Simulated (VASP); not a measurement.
# MgO: single point with r2SCAN

**Measured values to compare with.**

From “Electronic structure of alkaline earth and post-transition metal oxides”, 2009, arxiv:0908.1581, for a bulk crystal of MgO: band gap 7.83 eV.

The system is MgO.

```
CELL_PARAMETERS angstrom
0.00000 2.10211 2.10211
2.10211 0.00000 2.10211
2.10211 2.10211 0.00000
ATOMIC_POSITIONS crystal
Mg 0.00000 0.00000 0.00000
O 0.50000 0.50000 0.50000
```

* Program: VASP 6.6.1
* Task: single point
* Functional: r2SCAN
* Potentials or basis: VASP PAW PBE potentials, release 64 (Mg, O)
* Cutoff: 520 eV
* k mesh: 10 × 10 × 10
* Occupations: gaussian, width 0.02 eV
* Spin: no spin polarisation
* Dipole correction: no
* Further INCAR settings: ALGO = Normal; EDIFF = 1e-06; NBANDS = 11

* Pressure: -1.1 GPa
* Band gap on the k mesh: 5.66 eV, direct

Levels at points of the mesh, in eV from the valence-band top:
| k point | band 2 | band 3 | band 4 | band 5 | band 6 | band 7 |
| --- | --- | --- | --- | --- | --- | --- |
| (0.00, 0.00, 0.00) | 0.00 | 0.00 | 0.00 | 5.66 | 16.87 | 16.87 |
| (0.50, 0.00, 0.00) | -4.64 | -0.68 | -0.68 | 8.84 | 13.87 | 17.48 |
| (0.50, 0.50, 0.00) | -4.12 | -1.38 | -1.38 | 10.04 | 11.12 | 14.35 |

It took 95 s on 1 thread of AMD EPYC 7R13, with other jobs on the host, peak memory 0.12 GiB.

Against the measured gap of MgO, 7.83 eV (quoted in “Electronic structure of alkaline earth and post-transition metal oxides”, 2009, arxiv:0908.1581), the calculated 5.66 eV is off by -2.17 eV. The value is that of r2SCAN, without temperature or zero-point motion.

Caveat: the PAW data sets were made with another functional, which shifts forces and pressure a little.
